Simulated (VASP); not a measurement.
Wanted: the native input for a VASP 6.6.1 run.

- Task: single point
- Functional: PBEsol
- Potentials or basis: VASP PAW PBE potentials, release 64 (Mg, S)
- Cutoff: 520 eV
- k mesh: 10 × 10 × 10
- Occupations: fermi-dirac, width 0.03 eV
- Spin: no spin polarisation
- Dipole correction: no
- Further INCAR settings: ALGO = Normal; EDIFF = 1e-07; NBANDS = 11

The structure of MgS lies in POSCAR:

```
MgS
1.0
    0.0000000000      2.6016500000      2.5756335000
    2.6016500000      0.0000000000      2.5756335000
    2.6016500000      2.6016500000      0.0000000000
Mg S
1 1
Direct
    0.0000000000      0.0000000000      0.0000000000
    0.5000000000      0.5000000000      0.5000000000
```

This cell differs from its parent crystal: zz strain of -1 %.

These files were run (other wordings do the same):

INCAR

```
ALGO = Normal
EDIFF = 1E-7
ENCUT = 520
GGA = PS
ISIF = 2
ISMEAR = -1
LASPH = T
LCHARG = F
LREAL = F
LWAVE = F
NBANDS = 11
NELM = 100
PREC = Accurate
SIGMA = 0.03
```

KPOINTS

```
k-points
0
Gamma
  10 10 10
```

Potentials or basis: VASP PAW PBE potentials, release 64 (Mg, S).

Launch:

```console
$ cat potpaw_PBE.64/Mg/POTCAR potpaw_PBE.64/S/POTCAR > POTCAR
$ mpirun -np 1 vasp_std > vasp.out
```

It gave:

The pressure is -0.4 GPa and the band gap on the k mesh is 2.68 eV, indirect (least direct gap 3.66 eV).

Caveat: the cell differs from its parent crystal (zz strain of -1 %); the PAW data sets were made with another functional, which shifts forces and pressure a little.

Run time: 27 s on 1 thread of Intel(R) Xeon(R) Platinum 8259CL CPU @ 2.50GHz (Skylake/Cascade Lake) (shared host), peak memory 0.18 GiB.
